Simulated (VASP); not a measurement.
Wanted: the native input for a VASP 6.6.1 run.

```
Task                   : single point
Functional             : PBEsol
Potentials or basis    : VASP PAW PBE potentials, release 64 (Pb_d, O)
Cutoff                 : 520 eV
k mesh                 : 8 × 8 × 6
Occupations            : gaussian, width 0.02 eV
Spin                   : no spin polarisation
Dipole correction      : no
Further INCAR settings : ALGO = Normal; EDIFF = 1e-06; NBANDS = 28
```

The structure of PbO (Litharge) lies in POSCAR:

```
PbO
1.0
    3.9876158793      0.0000000000      0.0000000000
    0.0000000000      3.9876158793      0.0000000000
    0.0000000000      0.0000000000      5.0810545039
Pb O
2 2
Direct
    0.0000000000      0.5000000000      0.2331166310
    0.5000000000      0.0000000000      0.7668833690
    0.0000000000      0.0000000000      0.0000000000
    0.5000000000      0.5000000000      0.0000000000
```

One way to write it, as run:

INCAR

```
SYSTEM = PbO
  PREC = Accurate
  ENCUT = 520
  EDIFF = 1E-6
  ISMEAR = 0
  SIGMA = 0.02
  LREAL = .False.
  LASPH = .True.
  NELM = 100
  ALGO = Normal
  ISIF = 2
  LWAVE = .False.
  LCHARG = .False.
  GGA = PS
  NBANDS = 28
```

KPOINTS

```
Automatic mesh
0
Gamma
  8 8 6
  0 0 0
```

Potentials or basis: VASP PAW PBE potentials, release 64 (Pb_d, O).

Run with:

```sh
$ cat potpaw_PBE.64/Pb_d/POTCAR potpaw_PBE.64/O/POTCAR > POTCAR
$ mpirun -np 1 vasp_std > vasp.out
```

It gave:

| Item | Value |
| --- | --- |
| Pressure | 0.1 GPa |
| Largest force | 0.044 eV/Å |
| Band gap on the k mesh | 1.24 eV, indirect (least direct gap 2.20 eV) |

Caveat: the PAW data sets were made with another functional, which shifts forces and pressure a little; spin-orbit coupling is left out, which moves the levels of the heavy elements.

Run time: 2.3 min on 1 thread of Intel(R) Xeon(R) Platinum 8259CL CPU @ 2.50GHz (Skylake/Cascade Lake), on a shared host, peak memory 0.25 GiB.
